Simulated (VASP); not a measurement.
A run of VASP 6.6.1 is set up as follows.

Contents of INCAR:

```
SYSTEM = LiF
ALGO = Normal
EDIFF = 1E-7
EDIFFG = -0.02
ENCUT = 600
GGA = PS
IBRION = 2
ISIF = 3
ISMEAR = -1
LASPH = .TRUE.
LCHARG = .FALSE.
LREAL = .FALSE.
LWAVE = .FALSE.
NELM = 80
NSW = 80
PREC = Accurate
PSTRESS = 300.0
SIGMA = 0.05
```

File KPOINTS:

```
k-points
0
G
  10 10 10
  0 0 0
```

Contents of POSCAR:

```
LiF
1.0
    2.5595330000      0.0000000000      0.0000000000
    0.0000000000      2.5595330000      0.0000000000
    0.0000000000      0.0000000000      2.5595330000
F Li
1 1
Direct
    0.5000000000      0.5000000000      0.5000000000
    0.0000000000      0.0000000000      0.0000000000
```

Potentials or basis: VASP PAW PBE potentials, release 64 (F, Li_sv).

Run with:

```bash
$ cat potpaw_PBE.64/F/POTCAR potpaw_PBE.64/Li_sv/POTCAR > POTCAR
$ mpirun -np 1 vasp_std > vasp.out
```

(1) Predict the band gap on the k mesh.

(2) Predict the relaxed cell.

(3) What does it give for the space group after relaxing (to 0.05 Å)?

Answers

(1) 10.20 eV, indirect (least direct gap 10.99 eV).

(2) a = 2.326 Å, b = 2.326 Å, c = 2.326 Å, α = 90.00°, β = 90.00°, γ = 90.00°.

(3) Pm-3m (No. 221).

Caveat: the cell is relaxed towards a set pressure, so the enthalpy falls and the energy may rise.
